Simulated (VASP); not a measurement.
Ti3S2, 5 atoms in the cell. The structure is trigonal, space group R32 (No. 155). The conventional cell has a = 5.533 Å, b = 5.533 Å, c = 9.903 Å, α = 90.00°, β = 90.00°, γ = 120.00°. Ti (site symmetry 2) has 4 S at 2.46 to 2.49 Å and 8 Ti at 3.18 to 3.30 Å within 3.4 Å. S (site symmetry 3) has 6 Ti at 2.46 to 2.49 Å and 4 S at 3.19 to 3.32 Å within 3.4 Å. 

| Property | Result |
| --- | --- |
| Program | VASP 6.6.1 |
| Task | single point |
| Functional | PBEsol |
| Potentials or basis | VASP PAW PBE potentials, release 64 (Ti_sv, S) |
| Cutoff | 520 eV |
| k mesh | 6 × 6 × 6 |
| Occupations | methfessel-paxton, width 0.05 eV |
| Spin | no spin polarisation |
| Dipole correction | no |
| Further INCAR settings | ALGO = Normal; EDIFF = 1e-07; NBANDS = 32 |

Potentials or basis: VASP PAW PBE potentials, release 64 (Ti_sv, S).

The run is started by

```bash
$ cat potpaw_PBE.64/Ti_sv/POTCAR potpaw_PBE.64/S/POTCAR > POTCAR
$ mpirun -np 1 vasp_std > vasp.out
```

Hardware: 1 thread of AMD EPYC 9R45 96-Core Processor (Zen 5) (shared host).

Question: Estimate the wall time of this run.

Answer: It took 89 s on 1 thread of AMD EPYC 9R45 96-Core Processor (Zen 5), on a shared host, peak memory 0.22 GiB. Counts: scf iterations 16, k points 40.
